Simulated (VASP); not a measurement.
# IrRu4 (I4/m) in VASP: single point with PBE

Aim: the single point of IrRu4 with PBE.

Everything below comes from runs of VASP 6.6.1. Logs are shortened: lines on timing, memory, paths and dates and some standing lists are left out, and cuts for length are marked.

### 1 The cell of the first run

The structure is tetragonal, space group I4/m (No. 87). Conventional cell: a = 6.045 Å, b = 6.045 Å, c = 3.824 Å, α = 90.00°, β = 90.00°, γ = 90.00°. Ru (site symmetry m) has 9 Ru at 2.68 to 2.72 Å and 3 Ir at 2.71 Å within 3.5 Å. Ir (site symmetry 4/m) has 12 Ru at 2.71 Å within 3.6 Å.

### 2 Single point, PBE

File INCAR:

```
ALGO     = Fast           # electronic algorithm
EDIFF    = 1E-6           # SCF threshold, eV
ENCUT    = 520            # plane-wave cutoff, eV
GGA      = PE             # functional
ISIF     = 2              # what is computed and relaxed
ISMEAR   = -1             # smearing method
LASPH    = T              # aspherical terms in the spheres
LCHARG   = F              # write CHGCAR
LREAL    = F              # projectors in reciprocal space
LWAVE    = F              # write WAVECAR
NBANDS   = 40             # bands
NELM     = 80             # most SCF steps
PREC     = Accurate       # precision mode
SIGMA    = 0.15           # smearing width, eV
```

File KPOINTS:

```
k-points
0
Gamma
  12 12 12
```

File POSCAR:

```
IrRu4
1.0
   -3.0226189899      3.0226189899      1.9119949946
    3.0226189899     -3.0226189899      1.9119949946
    3.0226189899      3.0226189899     -1.9119949946
Ru Ir
4 1
Direct
    0.9013154275      0.6984200200      0.5997354475
    0.3015799800      0.9013154275      0.2028954076
    0.6984200200      0.0986845725      0.7971045924
    0.0986845725      0.3015799800      0.4002645525
    0.5000000000      0.5000000000      0.0000000000
```

Potentials or basis: VASP PAW PBE potentials, release 64 (Ru_pv, Ir).

The run is started by

```console
$ cat potpaw_PBE.64/Ru_pv/POTCAR potpaw_PBE.64/Ir/POTCAR > POTCAR
$ mpirun -np 1 vasp_std > vasp.out
```

OUTCAR:

```text
EDIFF = 1E-6
   ENCUT = 520
   GGA = PE
   ISIF = 2
   ISMEAR = -1
   LASPH = T
   LREAL = F
   NELM = 80
   PREC = Accurate

 ion  position               nearest neighbor table
   1  0.901  0.698  0.600-   4 2.68   2 2.69   3 2.69   2 2.69   3 2.69   5 2.71   5 2.71   5 2.71
                             3 2.71   2 2.71   4 2.72   4 2.72
   2  0.302  0.901  0.203-   3 2.68   1 2.69   4 2.69   1 2.69   4 2.69   5 2.71   5 2.71   5 2.71
                             4 2.71   1 2.71   3 2.72   3 2.72
   3  0.698  0.099  0.797-   2 2.68   4 2.69   1 2.69   4 2.69   1 2.69   5 2.71   5 2.71   5 2.71
                             1 2.71   4 2.71   2 2.72   2 2.72
   4  0.099  0.302  0.400-   1 2.68   3 2.69   2 2.69   3 2.69   2 2.69   5 2.71   5 2.71   5 2.71
                             2 2.71   3 2.71   1 2.72   1 2.72
   5  0.500  0.500  0.000-   1 2.71   4 2.71   3 2.71   2 2.71   4 2.71   1 2.71   4 2.71   1 2.71
                             3 2.71   2 2.71   3 2.71   2 2.71

  LATTYP: Found a body centered tetragonal cell.
 ALAT       =     6.0452379798
 C/A-ratio  =     0.6325623577

  Lattice vectors:

 A1 = (  -3.0226189899,   3.0226189899,   1.9119949946)
 A2 = (   3.0226189899,  -3.0226189899,   1.9119949946)
 A3 = (   3.0226189899,   3.0226189899,  -1.9119949946)

Analysis of symmetry for initial positions (statically):
=====================================================================
 Subroutine PRICEL returns:
 Original cell was already a primitive cell.

 Routine SETGRP: Setting up the symmetry group for a
 body centered tetragonal supercell.

 Subroutine GETGRP returns: Found  8 space group operations
 (whereof  8 operations were pure point group operations)
 out of a pool of 16 trial point group operations.

The static configuration has the point symmetry C_4h.

Analysis of symmetry for dynamics (positions and initial velocities):
=====================================================================
 Subroutine PRICEL returns:
 Original cell was already a primitive cell.

 Routine SETGRP: Setting up the symmetry group for a
 body centered tetragonal supercell.

 Subroutine GETGRP returns: Found  8 space group operations
 (whereof  8 operations were pure point group operations)
 out of a pool of 16 trial point group operations.

The dynamic configuration has the point symmetry C_4h.

 Subroutine INISYM returns: Found  8 space group operations
 (whereof  8 operations are pure point group operations),
 and found     1 'primitive' translations

----------------------------------------------------------------------------------------

                                     Primitive cell

  volume of cell :      69.8737

  direct lattice vectors                    reciprocal lattice vectors
    -3.022618990  3.022618990  1.911994995     0.000000000  0.165419460  0.261506961
     3.022618990 -3.022618990  1.911994995     0.165419460  0.000000000  0.261506961
     3.022618990  3.022618990 -1.911994995     0.165419460  0.165419460  0.000000000

  length of vectors
     4.682753034  4.682753034  4.682753034     0.309434142  0.309434142  0.233938443

  position of ions in fractional coordinates (direct lattice)
     0.901315428  0.698420020  0.599735448
     0.301579980  0.901315428  0.202895408
     0.698420020  0.098684572  0.797104592
     0.098684572  0.301579980  0.400264552
     0.500000000  0.500000000  0.000000000

  ion indices of the primitive-cell ions
   primitive index   ion index
                 1           1
                 2           2
                 3           3
                 4           4
                 5           5

----------------------------------------------------------------------------------------

 KPOINTS: k-points

Automatic generation of k-mesh.
 Grid dimensions read from file:
 generate k-points for:   12   12   12

 Generating k-lattice:

  Cartesian coordinates                     Fractional coordinates (reciprocal lattice)
     0.000000000  0.013784955  0.021792247     0.083333333  0.000000000  0.000000000
     0.013784955  0.000000000  0.021792247     0.000000000  0.083333333  0.000000000
     0.013784955  0.013784955  0.000000000     0.000000000  0.000000000  0.083333333

  Length of vectors
     0.025786178  0.025786178  0.019494870

  Shift w.r.t. Gamma in fractional coordinates (k-lattice)
     0.000000000  0.000000000  0.000000000

 Subroutine IBZKPT returns following result:
 ===========================================

 Found    242 irreducible k-points:

 Following reciprocal coordinates:
            Coordinates               Weight
  0.000000  0.000000  0.000000      1.000000
  0.083333 -0.000000  0.000000      8.000000
  0.166667  0.000000 -0.000000      8.000000
  0.250000  0.000000  0.000000      8.000000
  0.333333  0.000000  0.000000      8.000000
  0.416667  0.000000  0.000000      8.000000
[... 16 lines left out ...]
 -0.250000  0.083333  0.000000      8.000000
 -0.083333  0.250000  0.000000      8.000000
 [... further k-points ...]
   k-points           NKPTS =    242   k-points in BZ     NKDIM =    242   number of bands    NBANDS=     40
   number of dos      NEDOS =    301   number of ions     NIONS =      5
   total plane-waves  NPLWV =  46656
   dimension x,y,z NGX =    36 NGY =   36 NGZ =   36
   dimension x,y,z NGXF=    72 NGYF=   72 NGZF=   72
   ions per type =               4   1
   NGX,Y,Z   is equivalent  to a cutoff of  12.78, 12.78, 12.78 a.u.
   NGXF,Y,Z  is equivalent  to a cutoff of  25.56, 25.56, 25.56 a.u.
 SYSTEM =  unknown system
   PREC   = accura    normal or accurate (medium, high low for compatibility)
   ISTART =      0    job   : 0-new  1-cont  2-samecut
   ICHARG =      2    charge: 1-file 2-atom 10-const
   ISPIN  =      1    spin polarized calculation?
   LNONCOLLINEAR =      F non collinear calculations
   LSORBIT =      F    spin-orbit coupling
   LASPH  =      T    aspherical Exc in radial PAW
   ENCUT  =  520.0 eV  38.22 Ry    6.18 a.u.   8.71  8.71  8.71*2*pi/ulx,y,z
   NELM   =     80;   NELMIN=  2; NELMDL= -5     # of ELM steps
   EDIFF  = 0.1E-05   stopping-criterion for ELM
   LREAL  =      F    real-space projection
   EDIFFG = 0.1E-04   stopping-criterion for IOM
   NSW    =      0    number of steps for IOM
   IBRION =     -1    ionic relax: 0-MD 1-quasi-New 2-CG
   NFREE  =      0    steps in history (QN), initial steepest desc. (CG)
   ISIF   =      2    stress and relaxation
   ISYM   =      2    0-nonsym 1-usesym 2-fastsym
   POTIM  = 0.5000    time-step for ionic-motion
   TEBEG  =    0.0;   TEEND  =   0.0 temperature during run
   PSTRESS=    0.0 pullay stress
   NELECT =      65.0000    total number of electrons
   NUPDOWN=      -1.0000    fix difference up-down
   EMIN   =  10.00;   EMAX   =-10.00  energy-range for DOS
   EFERMI =   0.00;   METHOD = LEGACY
   ISMEAR =    -1;   SIGMA  =   0.15  broadening in eV -4-tet -1-fermi 0-gaus
   EFERMI_NEDOS =   21; number of points for ismear=-14 and -15
   IALGO  =     68    algorithm
   IMIX   =      4    mixing-type and parameters
     AMIX     =   0.40;   BMIX     =  1.00
     AMIX_MAG =   1.60;   BMIX_MAG =  1.00
  volume/ion in A,a.u.               =      13.97        94.31
  Fermi-wavevector in a.u.,A,eV,Ry     =   1.598115  3.020000 34.748904  2.553972
  Thomas-Fermi vector in A             =   2.695615
   LORBIT       =      0    0 simple, 1 ext, 2 COOP (PROOUT), +10 PAW based schemes
   GGA     = PE    functional components
   LHFCALC =     F    Hartree Fock is set to
   AEXX    =    0.0000 exact exchange contribution
   IVDW    =     0    specifies the selected vdW correction
   LEPSILON=     F    determine dielectric tensor
   LRPA    =     F    only Hartree local field effects (RPA)
 non-spin polarized calculation
 RMM-DIIS sequential band-by-band and
  energy-cutoff  :      520.00
  volume of cell :       69.87
 maximum number of plane-waves:      1903
   NGX = 17   NGY = 17   NGZ = 17

 number of electron      65.0000001 magnetization

 Free energy of the ion-electron system (eV)
  ---------------------------------------------------
  ext. energy  EPLUGINS =         0.00000000
  ---------------------------------------------------
  free energy    TOTEN  =       -45.78008530 eV

  energy without entropy =      -45.39321921  energy(sigma->0) =      -45.58665226

 E-fermi :  11.8846     XC(G=0): -13.9660

 val. band max:       11.8819567655   @ k =  -0.2500  -0.4167   0.0000
 cond. band min:      11.8853257525   @ k =  -0.2500  -0.3333   0.1667
 fundamental gap:      0.0033689869
 Fermi energy:        11.8845904142

 k-point     1 :       0.0000    0.0000    0.0000
  band No.  band energies     occupation
      1     -31.3629      2.00000
      2     -31.3450      2.00000
      3     -31.1507      2.00000
      4     -31.1507      2.00000
      5     -31.1466      2.00000
      6     -31.1165      2.00000
[... 32 lines left out ...]
     39      17.7553      0.00000
     40      18.3106      0.00000

 k-point     2 :       0.0833   -0.0000    0.0000
  band No.  band energies     occupation
      1     -31.3613      2.00000
      2     -31.3561      2.00000
      3     -31.1960      2.00000
      4     -31.1896      2.00000
      5     -31.1443      2.00000
      6     -31.0687      2.00000
[... 32 lines left out ...]
     39      17.4391      0.00000
     40      17.8592      0.00000

 k-point     3 :       0.1667    0.0000   -0.0000
  band No.  band energies     occupation
      1     -31.3853      2.00000
      2     -31.3578      2.00000
      3     -31.2429      2.00000
      4     -31.2159      2.00000
      5     -31.1393      2.00000
      6     -31.0063      2.00000
[... 853 lines left out ...]
  band No.  band energies     occupation
      1     -31.3740      2.00000
      2     -31.3707      2.00000
      3     -31.2408      2.00000
      4     -31.1844      2.00000
      5     -31.1734      2.00000
      6     -31.0061      2.00000
[... 32 lines left out ...]
     39      16.0056      0.00000
     40      16.9720      0.00000

 k-point    24 :      -0.0833    0.2500    0.0000
  band No.  band energies     occupation
      1     -31.3978      2.00000
      2     -31.3384      2.00000
      3     -31.2457      2.00000
      4     -31.2080      2.00000
      5     -31.1481      2.00000
      6     -31.0176      2.00000
[... 32 lines left out ...]
     39      15.6979      0.00000
     40      17.2796      0.00000

 [... further k-points ...]

------------------------ aborting loop because EDIFF is reached ----------------------------------------

  FORCE on cell =-STRESS in cart. coord.  units (eV):
  Direction    XX          YY          ZZ          XY          YZ          ZX
  --------------------------------------------------------------------------------------
  -------------------------------------------------------------------------------------
  Total       -0.0239377     -0.0239377     -0.0246073      0.0000000      0.0000000      0.0000000
  in kB       -0.5488819     -0.5488819     -0.5642360      0.0000007      0.0000000      0.0000000
  external PRESSURE =      -0.5540000 kB  Pullay stress =       0.0000000 kB

 VOLUME and BASIS-vectors are now :
 -----------------------------------------------------------------------------
  energy-cutoff  :      520.00
  volume of cell :       69.87
      direct lattice vectors                 reciprocal lattice vectors
    -3.022618990  3.022618990  1.911994995     0.000000000  0.165419460  0.261506961
     3.022618990 -3.022618990  1.911994995     0.165419460  0.000000000  0.261506961
     3.022618990  3.022618990 -1.911994995     0.165419460  0.165419460  0.000000000

 POSITION                                       TOTAL-FORCE (eV/Angst)
 -----------------------------------------------------------------------------------
      1.19950      2.42605      1.91199        -0.005678      0.006264     -0.000000
      2.42605     -1.19950      1.91199         0.006264      0.005678      0.000000
      0.59657      4.22212      0.00000        -0.006264     -0.005678     -0.000000
      1.82312      0.59657     -0.00000         0.005678     -0.006264     -0.000000
      0.00000      0.00000      1.91199        -0.000000      0.000000     -0.000000
 -----------------------------------------------------------------------------------
    total drift:                               -0.000000      0.000000      0.000000

  FREE ENERGIE OF THE ION-ELECTRON SYSTEM (eV)
  ---------------------------------------------------
  free  energy   TOTEN  =       -45.7800852994 eV

  energy  without entropy=      -45.3932192134  energy(sigma->0) =      -45.58665226
```

Wall time 21 min (1 thread of Oxide Virtual Turin-like, shared host); peak memory 0.59 GiB.

What came out:

* Free energy: -45.7801 eV
* Pressure: -0.1 GPa
* Largest force: 0.008 eV/Å

Forces in eV/Å, atoms in the order of the input:
```
Ru  -0.006  0.006  0.000
Ru   0.006  0.006  0.000
Ru  -0.006 -0.006  0.000
Ru   0.006 -0.006  0.000
Ir   0.000  0.000  0.000
```

Caveat: spin-orbit coupling is left out, which moves the levels of the heavy elements.
